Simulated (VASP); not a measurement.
Here is a VASP 6.6.1 calculation.

INCAR

```
SYSTEM = Mo
PREC = Accurate
ENCUT = 600
EDIFF = 1E-6
ISMEAR = 1
SIGMA = 0.1
LREAL = .FALSE.
LASPH = .TRUE.
NELM = 60
ALGO = Normal
ISIF = 3
LWAVE = .FALSE.
LCHARG = .FALSE.
GGA = PS
IBRION = 2
NSW = 80
EDIFFG = -0.03
```

Contents of KPOINTS:

```
Automatic mesh
0
G
  14 14 13
  0 0 0
```

File POSCAR:

```
Mo
1.0
    2.7355100000      0.0000000000      0.0000000000
   -1.3677550000      2.3690210000      0.0000000000
    0.0000000000      0.0000000000      2.5551810000
Mo
1
Direct
    0.0000000000      0.0000000000      0.5000000000
```

Potentials or basis: VASP PAW PBE potentials, release 64 (Mo_sv).

Run with:

```bash
$ cat potpaw_PBE.64/Mo_sv/POTCAR > POTCAR
$ mpirun -np 1 vasp_std > vasp.out
```

Q: Predict the space group after relaxing (to 0.05 Å).

A: P6/mmm (No. 191).

Q: Estimate the band gap on the k mesh.

A: Zero (band 7 reaches 12.63 eV, above the bottom of band 8 at 10.67 eV).

Q: What does it give for the relaxed volume?

A: 16.34 Å³/atom.

Final structure:
```cif
data_structure
_symmetry_space_group_name_H-M 'P 1'
_symmetry_Int_Tables_number 1
_cell_length_a 2.7362
_cell_length_b 2.7362
_cell_length_c 2.5196
_cell_angle_alpha 90.000
_cell_angle_beta 90.000
_cell_angle_gamma 120.000
_cell_volume 16.34
loop_
_atom_site_label
_atom_site_type_symbol
_atom_site_fract_x
_atom_site_fract_y
_atom_site_fract_z
_atom_site_occupancy
Mo1 Mo 0.00000 0.00000 0.50000 1
```

Caveat: the PAW data sets were made with another functional, which shifts forces and pressure a little.
